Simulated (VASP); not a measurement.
Write the native input for VASP 6.6.1 that does the following.

```
Task                   : single point
Functional             : LDA
Potentials or basis    : VASP PAW LDA potentials, release 64 (Ca_sv)
Cutoff                 : 520 eV
k mesh                 : 14 × 14 × 14
Occupations            : gaussian, width 0.15 eV
Spin                   : no spin polarisation
Dipole correction      : no
Further INCAR settings : ALGO = Normal; EDIFF = 1e-07; NBANDS = 11
```

The structure of Ca lies in POSCAR:

```
Ca
1.0
    0.0000000000      2.5706640000      2.7942000000
    2.5706640000      0.0000000000      2.7942000000
    2.5706640000      2.5706640000      0.0000000000
Ca
1
Direct
    0.0000000000      0.0000000000      0.0000000000
```

This cell differs from its parent crystal: strain -0.080 along x and y, +0.000 along z.

One way to write it, as run:

INCAR

```
SYSTEM = Ca
ALGO = Normal
EDIFF = 1E-7
ENCUT = 520
ISIF = 2
ISMEAR = 0
LASPH = .True.
LCHARG = .True.
LELF = .True.
LREAL = .False.
LVHAR = .True.
LWAVE = .False.
NBANDS = 11
NELM = 80
PREC = Accurate
SIGMA = 0.15
```

KPOINTS

```
k-points
0
Gamma
  14 14 14
  0 0 0
```

Potentials or basis: VASP PAW LDA potentials, release 64 (Ca_sv).

The run is started by

```console
$ cat potpaw_LDA.64/Ca_sv/POTCAR > POTCAR
$ mpirun -np 1 vasp_std > vasp.out
```

It gave:

```json
{"Pressure": "0.6 GPa", "Band gap on the k mesh": "zero (band 5 reaches 2.44 eV, above the bottom of band 6 at 2.31 eV)"}
```

Caveat: the cell differs from its parent crystal (strain -0.080 along x and y, +0.000 along z).

It took 80 s on 1 thread of Intel Xeon 6975P-C, with other jobs on the host, peak memory 0.22 GiB.
